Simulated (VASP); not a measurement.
Pd, 4 atoms in the cell. Symmetry: P6_3/mmc, No. 194, hexagonal system. Conventional cell: a = 2.642 Å, b = 2.642 Å, c = 8.726 Å, α = 90.00°, β = 90.00°, γ = 120.00°. Pd (site symmetry -3m) has 12 Pd at 2.64 to 2.66 Å within 3.5 Å. Within 3.5 Å of Pd (site symmetry -6m2) lie 12 Pd at 2.64 to 2.66 Å.  This cell differs from its parent crystal: volume scaled by 0.88.

```yaml
Program: VASP 6.6.1
Task: single point
Functional: r2SCAN
Potentials_or_basis: VASP PAW PBE potentials, release 64 (Pd)
Cutoff: 520 eV
k_mesh: 15 × 15 × 4
Occupations: fermi-dirac, width 0.1 eV
Spin: no spin polarisation
Dipole_correction: no
Further_INCAR_settings: ALGO = Normal; EDIFF = 1e-06; NBANDS = 28
```

Potentials or basis: VASP PAW PBE potentials, release 64 (Pd).

The run is started by

```sh
$ cat potpaw_PBE.64/Pd/POTCAR > POTCAR
$ cp INCAR.step1 INCAR
$ mpirun -np 1 vasp_std > vasp.out
$ cp INCAR.step2 INCAR
$ mpirun -np 1 vasp_std > vasp.out
```

Hardware: 1 thread of Intel(R) Xeon(R) 6975P-C (Granite Rapids), with other jobs on the host.

Question: Estimate the wall time of this run.

Answer: Wall time 4.1 min on 1 thread of Intel(R) Xeon(R) 6975P-C (Granite Rapids), with other jobs on the host, peak memory 0.23 GiB. Counts: k points 81.
